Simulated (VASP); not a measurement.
A run of VASP 6.6.1 is set up as follows.

Contents of INCAR:

```
SYSTEM = C
PREC = Accurate
ENCUT = 520
EDIFF = 1E-6
ISMEAR = -1
SIGMA = 0.05
LREAL = .False.
LASPH = .True.
NELM = 100
ALGO = Normal
ISIF = 2
LWAVE = .False.
LCHARG = .True.
GGA = PE
LELF = .True.
LVHAR = .True.
NBANDS = 8
```

The input KPOINTS:

```
Automatic mesh
0
Gamma
  28 28 28
  0 0 0
```

Contents of POSCAR:

```
C
1.0
    0.0000000000      1.2166569977      1.2166569977
    1.2166569977      0.0000000000      1.2166569977
    1.2166569977      1.2166569977      0.0000000000
C
1
Direct
    0.0000000000      0.0000000000      0.0000000000
```

Potentials or basis: VASP PAW PBE potentials, release 64 (C).

The run is started by

```bash
$ cat potpaw_PBE.64/C/POTCAR > POTCAR
$ mpirun -np 1 vasp_std > vasp.out
```

Problem. What does it give for the band gap on the k mesh?

Solution. Zero (band 2 reaches 35.76 eV, above the bottom of band 3 at 15.84 eV).

Problem. Predict the pressure.

Solution. 380.5 GPa.
